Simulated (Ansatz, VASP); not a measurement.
# One calculation of Al, two programs

```
Al
1.0
     2.81245    0.00000    0.00000
    -1.40623    2.43566    0.00000
     0.00000    0.00000    4.86685
Al
2
Cartesian
  1.4062 0.8119 3.6501
  0.0000 1.6238 1.2167
```

Alike in both runs: task single point; functional PBEsol; k mesh 14 × 14 × 7; occupations fermi-dirac, width 0.05 eV; no spin polarisation.

|  | VASP | Ansatz |
| --- | --- | --- |
| version | VASP 6.6.1 | Ansatz 0.2.0 |
| potentials or method | VASP PAW PBE potentials, release 64 (Al), cutoff 520 eV | plane waves, PAW |
| valence electrons in the cell | 6 | 6 |

Ansatz gave:

- pressure (GPa): -1.4
- traceless stress, the component that is largest in VASP (GPa): -1.39

Q: What did VASP give for the same quantities?

A: Pressure (GPa): -1.3; traceless stress, the component that is largest in VASP (GPa): -1.41.

VASP's potentials were made for PBE, not for PBEsol. The functional is the same, so the differences come from potentials, cutoffs and numerics.
